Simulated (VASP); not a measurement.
# BaS (Fm-3m) in VASP: G0W0 quasiparticle levels with PBE

Aim: the G0W0 quasiparticle levels of BaS with PBE.

Everything below comes from runs of VASP 6.6.1. Logs are shortened: lines on timing, memory, paths and dates and some standing lists are left out, and cuts for length are marked.

## (1) The cell of the first run

It takes space group Fm-3m (No. 225, cubic). Conventional cell: a = 6.424 Å, b = 6.424 Å, c = 6.424 Å, α = 90.00°, β = 90.00°, γ = 90.00°. Ba (site symmetry m-3m) has 6 S at 3.21 Å within 4.2 Å. Within 4.2 Å of S (site symmetry m-3m) lie 6 Ba at 3.21 Å.

## (2) G0W0 quasiparticle levels, PBE

POSCAR

```
BaS
1.0
    0.0000000000      3.2119099239      3.2119099239
    3.2119099239      0.0000000000      3.2119099239
    3.2119099239      3.2119099239      0.0000000000
Ba S
1 1
Direct
    0.0000000000      0.0000000000      0.0000000000
    0.5000000000      0.5000000000      0.5000000000
```

INCAR.step1

```
SYSTEM = BaS
PREC = Accurate ; ENCUT = 500
EDIFF = 1E-8 ; ISMEAR = 0
SIGMA = 0.01 ; LREAL = .False.
LASPH = .True. ; NELM = 60
ALGO = Normal ; LWAVE = .True.
LCHARG = .False. ; GGA = PE
```

INCAR.step2

```
SYSTEM = BaS
PREC = Accurate ; ENCUT = 500
EDIFF = 1E-8 ; ISMEAR = 0
SIGMA = 0.01 ; LREAL = .False.
LASPH = .True. ; NELM = 1
ALGO = Exact ; LWAVE = .True.
LCHARG = .False. ; GGA = PE
NBANDS = 115 ; LOPTICS = .True.
ISTART = 1
```

INCAR.step3

```
SYSTEM = BaS
PREC = Accurate ; ENCUT = 500
EDIFF = 1E-8 ; ISMEAR = 0
SIGMA = 0.01 ; LREAL = .False.
LASPH = .True. ; ALGO = EVGW0
LWAVE = .False. ; LCHARG = .False.
GGA = PE ; NELMGW = 1
NBANDS = 115 ; ENCUTGW = 80.0
NOMEGA = 96 ; PRECFOCK = Fast
ISTART = 1 ; NBANDSGW = 16
OMEGAMAX = 20
```

KPOINTS

```
Automatic mesh
0
Gamma
  6 6 6
  0 0 0
```

Potentials or basis: VASP PAW PBE potentials, release 64 (Ba_sv_GW, S_GW).

Launch:

```
$ cat potpaw_PBE.64/Ba_sv_GW/POTCAR potpaw_PBE.64/S_GW/POTCAR > POTCAR
$ cp INCAR.step1 INCAR
$ mpirun -np 1 vasp_std > vasp.out
$ cp INCAR.step2 INCAR
$ mpirun -np 1 vasp_std > vasp.out
$ cp INCAR.step3 INCAR
$ mpirun -np 1 vasp_std > vasp.out
```

OUTCAR:

```text
SYSTEM = BaS
   PREC = Accurate
   ENCUT = 500
   EDIFF = 1E-8
   ISMEAR = 0
   LREAL = .False.
   LASPH = .True.
   GGA = PE
   NELMGW = 1
   ENCUTGW = 80.0
   PRECFOCK = Fast
   ISTART = 1

 ion  position               nearest neighbor table
   1  0.000  0.000  0.000-
   2  0.500  0.500  0.500-

  LATTYP: Found a face centered cubic cell.
 ALAT       =     6.4238198478

  Lattice vectors:

 A1 = (   0.0000000000,   3.2119099239,   3.2119099239)
 A2 = (   3.2119099239,   0.0000000000,   3.2119099239)
 A3 = (   3.2119099239,   3.2119099239,   0.0000000000)

Analysis of symmetry for initial positions (statically):
=====================================================================
 Subroutine PRICEL returns:
 Original cell was already a primitive cell.

 Routine SETGRP: Setting up the symmetry group for a
 face centered cubic supercell.

 Subroutine GETGRP returns: Found 48 space group operations
 (whereof 48 operations were pure point group operations)
 out of a pool of 48 trial point group operations.

The static configuration has the point symmetry O_h .

Analysis of symmetry for dynamics (positions and initial velocities):
=====================================================================
 Subroutine PRICEL returns:
 Original cell was already a primitive cell.

 Routine SETGRP: Setting up the symmetry group for a
 face centered cubic supercell.

 Subroutine GETGRP returns: Found 48 space group operations
 (whereof 48 operations were pure point group operations)
 out of a pool of 48 trial point group operations.

The dynamic configuration has the point symmetry O_h .

 Subroutine INISYM returns: Found 48 space group operations
 (whereof 48 operations are pure point group operations),
 and found     1 'primitive' translations

----------------------------------------------------------------------------------------

                                     Primitive cell

  volume of cell :      66.2705

  direct lattice vectors                    reciprocal lattice vectors
     0.000000000  3.211909924  3.211909924    -0.155670617  0.155670617  0.155670617
     3.211909924  0.000000000  3.211909924     0.155670617 -0.155670617  0.155670617
     3.211909924  3.211909924  0.000000000     0.155670617  0.155670617 -0.155670617
[... 56 lines left out ...]
 -0.333333  0.500000  0.166667     12.000000
   k-points           NKPTS =     16   k-points in BZ     NKDIM =    216   number of bands    NBANDS=    115
   number of dos      NEDOS =    301   number of ions     NIONS =      2
   total plane-waves  NPLWV =  46656
   dimension x,y,z NGX =    36 NGY =   36 NGZ =   36
   dimension x,y,z NGXF=    72 NGYF=   72 NGZF=   72
   ions per type =               1   1
   NGX,Y,Z   is equivalent  to a cutoff of  13.18, 13.18, 13.18 a.u.
   NGXF,Y,Z  is equivalent  to a cutoff of  26.35, 26.35, 26.35 a.u.
 SYSTEM =  BaS
   PREC   = accura    normal or accurate (medium, high low for compatibility)
   ISTART =      1    job   : 0-new  1-cont  2-samecut
   ICHARG =      0    charge: 1-file 2-atom 10-const
   ISPIN  =      1    spin polarized calculation?
   LNONCOLLINEAR =      F non collinear calculations
   LSORBIT =      F    spin-orbit coupling
   LASPH  =      T    aspherical Exc in radial PAW
   ENCUT  =  500.0 eV  36.75 Ry    6.06 a.u.   8.28  8.28  8.28*2*pi/ulx,y,z
   NELM   =     60;   NELMIN=  2; NELMDL=  0     # of ELM steps
   EDIFF  = 0.1E-07   stopping-criterion for ELM
   LREAL  =      F    real-space projection
   EDIFFG = 0.1E-06   stopping-criterion for IOM
   NSW    =      0    number of steps for IOM
   IBRION =     -1    ionic relax: 0-MD 1-quasi-New 2-CG
   NFREE  =      0    steps in history (QN), initial steepest desc. (CG)
   ISIF   =      0    stress and relaxation
   ISYM   =      3    0-nonsym 1-usesym 2-fastsym
   POTIM  = 0.5000    time-step for ionic-motion
   TEBEG  =    0.0;   TEEND  =   0.0 temperature during run
   PSTRESS=    0.0 pullay stress
   NELECT =      16.0000    total number of electrons
   NUPDOWN=      -1.0000    fix difference up-down
   EMIN   =  10.00;   EMAX   =-10.00  energy-range for DOS
   EFERMI =   0.00;   METHOD = LEGACY
   ISMEAR =     0;   SIGMA  =   0.01  broadening in eV -4-tet -1-fermi 0-gaus
   EFERMI_NEDOS =   21; number of points for ismear=-14 and -15
   IALGO  =     38    algorithm
   IMIX   =      4    mixing-type and parameters
     AMIX     =   0.40;   BMIX     =  1.00
     AMIX_MAG =   1.60;   BMIX_MAG =  1.00
  volume/ion in A,a.u.               =      33.14       223.61
  Fermi-wavevector in a.u.,A,eV,Ry     =   1.019393  1.926373 14.138647  1.039161
  Thomas-Fermi vector in A             =   2.152904
   LORBIT       =      0    0 simple, 1 ext, 2 COOP (PROOUT), +10 PAW based schemes
   GGA     = PE    functional components
   LHFCALC =     T    Hartree Fock is set to
   PRECFOCK=fast      Normal, Fast or Accurate (Low or Medium for compatibility)
   ENCUT4O =  -1.0   cutoff for four orbital integrals eV
   NKREDX  =     1    reduce k-point grid by
   NKREDY  =     1    reduce k-point grid by
   NKREDZ  =     1    reduce k-point grid by
   AEXX    =    1.0000 exact exchange contribution
   HFSCREEN=    0.0000 screening length (either q_TF or 0.3 A-1)
   HFSCREENC=   0.0000 screening length for correlation (either q_TF or 0.3 A-1)
   ENCUTFOCK=  -1.0 apply spherical cutoff to Coloumb kernel
   IVDW    =     0    specifies the selected vdW correction
   LEPSILON=     F    determine dielectric tensor
   LRPA    =     F    only Hartree local field effects (RPA)
   LRPAFORCE           =     F    calculate RPA forces
   ENCUTGW             =  80.0    cutoff for response function in eV
   ENCUTGWSOFT         =  64.0    soft cutoff for Coulomb kernel in GW response function in eV
   ENCUTLF             =  -1.0    cutoff for local field effects
   NELMGW              =     1    number of iterations in solving QP/BSE equation
   NELMHF              =     1    number of iterations in the inner HF iteration
   NKREDLFX            =     1    NKREDLFY  =   1   NKREDLFZ  =   1
 non-spin polarized calculation
 Gauss-broadening in eV      SIGMA  =   0.01
  energy-cutoff  :      500.00
  volume of cell :       66.27
 maximum number of plane-waves:      1700
 NGX is ok and might be reduce to    36
  NGX = 20; NGY = 20; NGZ = 20
   NGX = 17   NGY = 17   NGZ = 17
 maximum number of plane-waves:       113
 NGX is ok and might be reduce to    14

 QP shifts <psi_nk| G(iteration)W_0 |psi_nk>: iteration 1
 for sc-GW calculations column KS-energies equals QP-energies in previous step
 and V_xc(KS)=  KS-energies - (<T + V_ion + V_H > + <T+V_H+V_ion>^1  + <V_x>^1)

 k-point   1 :       0.0000    0.0000    0.0000
  band No.  KS-energies  QP-energies   sigma(KS)   V_xc(KS)     V^pw_x(r,r')   Z            occupation Imag(sigma)

      1     -23.0961     -23.5271     -15.8728     -15.1533     -24.3900       0.5990       2.0000       0.9225
      2      -8.1582      -9.4323     -15.5824     -13.9336     -19.0058       0.7727       2.0000       0.1838
      3      -8.1582      -9.4323     -15.5824     -13.9336     -19.0058       0.7727       2.0000       0.1838
      4      -8.1582      -9.4323     -15.5824     -13.9336     -19.0058       0.7727       2.0000       0.1838
      5      -7.3637      -7.9000     -14.0987     -13.3352     -21.0094       0.7024       2.0000       1.0385
      6       2.9052       2.2100     -13.5246     -12.5998     -15.5706       0.7517       2.0000       0.0544
[... 295 lines left out ...]
      2      -8.5973      -9.7061     -15.0237     -13.4974     -19.3576       0.7265       2.0000       0.3572
      3      -8.5478      -9.8752     -15.2143     -13.4776     -18.7823       0.7643       2.0000       0.2480
      4      -8.4098      -9.7197     -15.3491     -13.6442     -18.8630       0.7684       2.0000       0.2242
      5      -6.8778      -7.4705     -14.6930     -13.8559     -20.7022       0.7081       2.0000       0.7996
      6       2.0781       1.2829     -12.9396     -11.8636     -15.1666       0.7390       2.0000       0.0670
[... 8 lines left out ...]
     15      11.6507      14.2513      -8.0990     -11.5309      -2.7175       0.7578       0.0000      -0.1752
     16      11.9967      15.4594      -8.1376     -12.7381      -2.4072       0.7527       0.0000      -0.1514
```

OUTCAR.step1:

```text
SYSTEM = BaS
   PREC = Accurate
   ENCUT = 500
   EDIFF = 1E-8
   ISMEAR = 0
   LREAL = .False.
   LASPH = .True.
[... 450 lines left out ...]
      0.00000      0.00000      0.00000         0.000000     -0.000000     -0.000000
      3.21191      3.21191      3.21191         0.000000      0.000000      0.000000
 -----------------------------------------------------------------------------------
    total drift:                                0.000000      0.000000      0.000000

  FREE ENERGIE OF THE ION-ELECTRON SYSTEM (eV)
  ---------------------------------------------------
  free  energy   TOTEN  =       -11.6140887876 eV

  energy  without entropy=      -11.6140887876  energy(sigma->0) =      -11.61408879
```

OUTCAR.step2:

```text
SYSTEM = BaS
   PREC = Accurate
   ENCUT = 500
   EDIFF = 1E-8
[... 914 lines left out ...]
  --------------------------------------------------------------------------------------------------------------
     0.00000     5.19548     5.19548     5.19548    -0.00000    -0.00000    -0.00000
     1.16440     5.43694     5.43694     5.43694     0.00000    -0.00000    -0.00000
     2.32880     6.38396     6.38396     6.38396     0.00000     0.00000    -0.00000
     3.49320     6.60795     6.60795     6.60795    -0.00000    -0.00000     0.00000
     4.65760     6.89902     6.89902     6.89902     0.00000     0.00000    -0.00000
     5.82200     2.92060     2.92060     2.92060     0.00000     0.00000    -0.00000
[... 92 lines left out ...]
   114.11120     0.97380     0.97380     0.97380     0.00000     0.00000    -0.00000
   115.27560     0.97435     0.97435     0.97435     0.00000     0.00000    -0.00000
```

It took 18 min on 1 thread of AMD EPYC 9R45 (Zen 5), shared host; peak memory 1.2 GiB.

What came out:

- Quasiparticle gap: 3.33 eV
- Least direct quasiparticle gap: 3.47 eV
- Band gap of the starting levels on the mesh: 2.23 eV
- Least direct gap of the starting levels on the mesh: 2.35 eV

Caveat: bands, screening cutoff and mesh are small and nothing is extrapolated, so the quasiparticle values aren't converged; spin-orbit coupling is left out, which moves the levels of the heavy elements.
